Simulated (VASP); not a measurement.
# TaC in VASP: single point with PBEsol

Aim: the single point of TaC with PBEsol.

Program: VASP 6.6.1. These are calculated values, not measurements. Logs are shortened: lines on timing, memory, paths and dates and some standing lists are left out, and cuts for length are marked.

## Step 1: The cell of the first run

The cell holds a slab with vacuum, 6 atoms: a = 3.139 Å, b = 3.139 Å, c = 23.408 Å, α = 90.00°, β = 90.00°, γ = 120.00°.

## Step 2: Single point, PBEsol

INCAR reads:

```
PREC = Accurate
ENCUT = 520
EDIFF = 1E-6
ISMEAR = 0
SIGMA = 0.1
LREAL = False
LASPH = True
NELM = 100
ALGO = Normal
ISIF = 2
LWAVE = False
LCHARG = False
LDIPOL = True
IDIPOL = 3
DIPOL = 0.5 0.5 0.500
GGA = PS
NBANDS = 32
```

KPOINTS reads:

```
regular mesh
0
Gamma
  9 9 1
```

POSCAR reads:

```
TaC
1.0
    3.1393032032      0.0000000000      0.0000000000
   -1.5696516016      2.7187163241      0.0000000000
    0.0000000000      0.0000000000     23.4080758298
C Ta
3 3
Direct
    0.3333333333      0.6666666667      0.3631225421
    0.0000000000      0.0000000000      0.4726245084
    0.6666666667      0.3333333333      0.5841426434
    0.6666666667      0.3333333333      0.4178735252
    0.3333333333      0.6666666667      0.5281964566
    0.0000000000      0.0000000000      0.6327893551
```

Potentials or basis: VASP PAW PBE potentials, release 64 (C, Ta_pv).

The run is started by

```bash
$ cat potpaw_PBE.64/C/POTCAR potpaw_PBE.64/Ta_pv/POTCAR > POTCAR
$ mpirun -np 1 vasp_std > vasp.out
```

OUTCAR:

```text
PREC = Accurate
   ENCUT = 520
   EDIFF = 1E-6
   ISMEAR = 0
   LREAL = False
   LASPH = True
   NELM = 100
   ISIF = 2
   GGA = PS

 ion  position               nearest neighbor table
   1  0.333  0.667  0.363-   4 2.22   4 2.22   4 2.22
   2  0.000  0.000  0.473-   4 2.22   4 2.22   4 2.22   5 2.23   5 2.23   5 2.23
   3  0.667  0.333  0.584-   6 2.14   6 2.14   6 2.14   5 2.24   5 2.24   5 2.24
   4  0.667  0.333  0.418-   1 2.22   1 2.22   1 2.22   2 2.22   2 2.22   2 2.22   5 3.16   5 3.16
                             5 3.16
   5  0.333  0.667  0.528-   2 2.23   2 2.23   2 2.23   3 2.24   3 2.24   3 2.24   6 3.05   6 3.05
                             6 3.05   4 3.16   4 3.16   4 3.16
   6  0.000  0.000  0.633-   3 2.14   3 2.14   3 2.14   5 3.05   5 3.05   5 3.05

  LATTYP: Found a hexagonal cell.
 ALAT       =     3.1393032032
 C/A-ratio  =     7.4564558804

  Lattice vectors:

 A1 = (   3.1393032032,   0.0000000000,   0.0000000000)
 A2 = (  -1.5696516016,   2.7187163241,   0.0000000000)
 A3 = (   0.0000000000,   0.0000000000,  23.4080758298)

Analysis of symmetry for initial positions (statically):
=====================================================================
 Subroutine PRICEL returns:
 Original cell was already a primitive cell.

 Routine SETGRP: Setting up the symmetry group for a
 hexagonal supercell.

 Subroutine GETGRP returns: Found  6 space group operations
 (whereof  6 operations were pure point group operations)
 out of a pool of 24 trial point group operations.

The static configuration has the point symmetry C_3v.

Analysis of symmetry for dynamics (positions and initial velocities):
=====================================================================
 Subroutine PRICEL returns:
 Original cell was already a primitive cell.

 Routine SETGRP: Setting up the symmetry group for a
 hexagonal supercell.

 Subroutine GETGRP returns: Found  6 space group operations
 (whereof  6 operations were pure point group operations)
 out of a pool of 24 trial point group operations.

The dynamic configuration has the point symmetry C_3v.

 Subroutine INISYM returns: Found  6 space group operations
 (whereof  6 operations are pure point group operations),
 and found     1 'primitive' translations

----------------------------------------------------------------------------------------

[... 95 lines left out ...]
   POTIM  = 0.5000    time-step for ionic-motion
   TEBEG  =    0.0;   TEEND  =   0.0 temperature during run
   PSTRESS=    0.0 pullay stress
   NELECT =      45.0000    total number of electrons
   NUPDOWN=      -1.0000    fix difference up-down
   EMIN   =  10.00;   EMAX   =-10.00  energy-range for DOS
   EFERMI =   0.00;   METHOD = LEGACY
   ISMEAR =     0;   SIGMA  =   0.10  broadening in eV -4-tet -1-fermi 0-gaus
   EFERMI_NEDOS =   21; number of points for ismear=-14 and -15
   IALGO  =     38    algorithm
   IMIX   =      4    mixing-type and parameters
     AMIX     =   0.40;   BMIX     =  1.00
     AMIX_MAG =   1.60;   BMIX_MAG =  1.00
  volume/ion in A,a.u.               =      33.30       224.70
  Fermi-wavevector in a.u.,A,eV,Ry     =   0.996073  1.882306 13.499189  0.992162
  Thomas-Fermi vector in A             =   2.128137
   LORBIT       =      0    0 simple, 1 ext, 2 COOP (PROOUT), +10 PAW based schemes
   GGA     = PS    functional components
   LHFCALC =     F    Hartree Fock is set to
   AEXX    =    0.0000 exact exchange contribution
   IVDW    =     0    specifies the selected vdW correction
   LEPSILON=     F    determine dielectric tensor
   LRPA    =     F    only Hartree local field effects (RPA)
 non-spin polarized calculation
 Gauss-broadening in eV      SIGMA  =   0.10
  energy-cutoff  :      520.00
  volume of cell :      199.78
 maximum number of plane-waves:      5407
 NGX is ok and might be reduce to    24
   NGX = 11   NGY = 11   NGZ = 87

 dipolmoment           0.000000      0.000000      0.093576 electrons x Angstroem

 number of electron      44.9999995 magnetization

 dipolmoment           0.000000      0.000000     -0.092666 electrons x Angstroem

 Free energy of the ion-electron system (eV)
  ---------------------------------------------------
  ext. energy  EPLUGINS =         0.00000000
  ---------------------------------------------------
  free energy    TOTEN  =       -65.21109184 eV

  energy without entropy =      -65.17684122  energy(sigma->0) =      -65.19396653

 E-fermi :  -1.3486     XC(G=0):  -5.3404

 val. band max:       -1.3673521420   @ k =   0.4444   0.1111   0.0000
 cond. band min:      -1.3254318796   @ k =   0.2222   0.1111   0.0000
 fundamental gap:      0.0419202624
 Fermi energy:        -1.3486374386

 k-point     1 :       0.0000    0.0000    0.0000
  band No.  band energies     occupation
      1     -36.5527      2.00000
      2     -36.0287      2.00000
      3     -36.0287      2.00000
      4     -36.0232      2.00000
      5     -35.6347      2.00000
      6     -35.6347      2.00000
[... 409 lines left out ...]
     31       3.0631      0.00000
     32       4.6853      0.00000

------------------------ aborting loop because EDIFF is reached ----------------------------------------

 vacuum level on the upper side and lower side of the slab       (xc-potential included)        -0.970         0.949

  FORCE on cell =-STRESS in cart. coord.  units (eV):
  Direction    XX          YY          ZZ          XY          YZ          ZX
  --------------------------------------------------------------------------------------
  -------------------------------------------------------------------------------------
  Total       -3.6491071     -3.6491071     -2.6277397      0.0000000      0.0000000      0.0000000
  in kB      -29.2640422    -29.2640422    -21.0731787      0.0000000      0.0000000      0.0000000
  external PRESSURE =     -26.5337544 kB  Pullay stress =       0.0000000 kB

 VOLUME and BASIS-vectors are now :
 -----------------------------------------------------------------------------
  energy-cutoff  :      520.00
  volume of cell :      199.78
      direct lattice vectors                 reciprocal lattice vectors
     3.139303203  0.000000000  0.000000000     0.318542025  0.183910324  0.000000000
    -1.569651602  2.718716324  0.000000000     0.000000000  0.367820648  0.000000000
     0.000000000  0.000000000 23.408075830     0.000000000  0.000000000  0.042720299

 POSITION                                       TOTAL-FORCE (eV/Angst)
 -----------------------------------------------------------------------------------
     -0.00000      1.81248      8.50000         0.000000     -0.000000      2.737397
      0.00000      0.00000     11.06323        -0.000000      0.000000      0.505745
      1.56965      0.90624     13.67366        -0.000000      0.000000      0.023343
      1.56965      0.90624      9.78162        -0.000000      0.000000     -3.298112
     -0.00000      1.81248     12.36406         0.000000      0.000000     -0.002649
      0.00000      0.00000     14.81238        -0.000000     -0.000000      0.034275
 -----------------------------------------------------------------------------------
    total drift:                               -0.000000      0.000000      0.000044

  FREE ENERGIE OF THE ION-ELECTRON SYSTEM (eV)
  ---------------------------------------------------
  free  energy   TOTEN  =       -65.2110918353 eV

  energy  without entropy=      -65.1768412203  energy(sigma->0) =      -65.19396653

 vacuum level on the upper side and lower side of the slab         3.507         5.471
```

OSZICAR:

```text
N       E                     dE             d eps       ncg     rms          rms(c)
DAV:   1     0.326009520778E+03    0.32601E+03   -0.24075E+04   944   0.120E+03
DAV:   2    -0.529201033879E+02   -0.37893E+03   -0.36898E+03   968   0.323E+02
DAV:   3    -0.748724022958E+02   -0.21952E+02   -0.21251E+02   968   0.701E+01
[... 24 lines left out ...]
DAV:  28    -0.652110827486E+02   -0.15934E-04   -0.16616E-06   704   0.318E-03    0.157E-03
DAV:  29    -0.652110861255E+02   -0.33769E-05   -0.21792E-07   632   0.166E-03    0.911E-04
DAV:  30    -0.652110899452E+02   -0.38197E-05   -0.41972E-07   632   0.167E-03    0.897E-04
DAV:  31    -0.652110910254E+02   -0.10802E-05   -0.72050E-08   560   0.921E-04    0.545E-04
DAV:  32    -0.652110918353E+02   -0.80991E-06   -0.41988E-08   488   0.741E-04
   1 F= -.65211092E+02 E0= -.65193967E+02  d E =-.342506E-01
```

Wall time 2.9 min (1 thread of AMD EPYC 7R13 (Zen 3), shared host); peak memory 0.3 GiB.

What came out:

```yaml
Free_energy: -65.2111 eV
Largest_force: 3.298 eV/Å
```

Forces on the atoms (eV/Å):
```
C    0.000  0.000  2.737
C    0.000  0.000  0.506
C    0.000  0.000  0.023
Ta   0.000  0.000 -3.298
Ta   0.000  0.000 -0.003
Ta   0.000  0.000  0.034
```

Levels at points of the mesh, in eV from the Fermi level:
```tsv
k point	band 20	band 21	band 22	band 23	band 24	band 25
(0.00, 0.00, 0.00)	-0.77	-0.77	-0.67	0.25	0.25	0.83
```

Caveat: the PAW data sets were made with another functional, which shifts forces and pressure a little; spin-orbit coupling is left out, which moves the levels of the heavy elements.
